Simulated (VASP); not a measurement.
# Ga4PN3: single point with PBE

Ga4PN3:

```xyz
8
Lattice="6.2081 -1.6757 0.0237 6.2081 1.6757 0.0237 -2.7058 0.0000 5.1343" Properties=species:S:1:pos:R:3 pbc="T T T"
N    10.6958    0.0000    3.5299
N     9.0639    0.0000    0.4793
N     5.6670    0.0000    0.8369
Ga   -0.0458    0.0000    4.5360
Ga   10.8769    0.0000    1.4480
Ga    7.4694    0.0000    1.6178
Ga    3.5437    0.0000    4.0381
P     1.5595    0.0000    2.9934
```

```json
{
 "Program": "VASP 6.6.1",
 "Task": "single point",
 "Functional": "PBE",
 "Potentials or basis": "VASP PAW PBE potentials, release 64 (N, Ga_d, P)",
 "Cutoff": "520 eV",
 "k mesh": "8 × 8 × 6",
 "Occupations": "fermi-dirac, width 0.02 eV",
 "Spin": "no spin polarisation",
 "Dipole correction": "no",
 "Further INCAR settings": "ALGO = Normal; EDIFF = 1e-06; NBANDS = 46"
}
```

```yaml
Pressure: 4.8 GPa
Largest_force: 0.085 eV/Å
Band_gap_on_the_k_mesh: zero (bands 36 and 37 overlap by 0.01 eV)
```

Forces in eV/Å, atoms in the order of the input:
```
N   -0.001  0.000 -0.059
N    0.077  0.000  0.006
N   -0.084  0.000 -0.011
Ga   0.046  0.000 -0.016
Ga  -0.004  0.000  0.027
Ga  -0.025  0.000  0.037
Ga  -0.042  0.000 -0.027
P    0.033  0.000  0.042
```

Stress tensor (GPa, compression positive):
```
4.90 0.00 0.05
0.00 4.77 0.00
0.05 0.00 4.73
```

Levels at points of the mesh, in eV from the Fermi level:
| k point | band 33 | band 34 | band 35 | band 36 | band 37 | band 38 | band 39 | band 40 |
| --- | --- | --- | --- | --- | --- | --- | --- | --- |
| (0.00, 0.00, 0.00) | -2.41 | -1.22 | -0.80 | -0.45 | -0.04 | 1.45 | 1.95 | 4.23 |
| (0.50, 0.00, 0.00) | -3.74 | -3.59 | -2.98 | -2.22 | 3.13 | 3.23 | 3.54 | 4.08 |
| (0.50, 0.50, 0.00) | -2.42 | -2.30 | -1.11 | -0.03 | 1.57 | 1.83 | 2.49 | 3.54 |
| (0.00, 0.00, 0.50) | -2.87 | -2.59 | -1.57 | -0.32 | 1.71 | 2.22 | 3.31 | 4.18 |
| (0.50, 0.00, 0.50) | -3.41 | -2.77 | -2.56 | -1.82 | 1.59 | 2.01 | 2.38 | 3.71 |
| (0.50, 0.50, 0.50) | -2.64 | -2.58 | -1.73 | -0.33 | 1.82 | 2.44 | 3.31 | 3.99 |

It took 16 min on 1 thread of Intel(R) Xeon(R) Platinum 8488C (Sapphire Rapids), on a shared host, peak memory 0.62 GiB.

Caveat: the cell stands under pressure; semilocal functionals underestimate gaps, and a narrow one can read as zero.
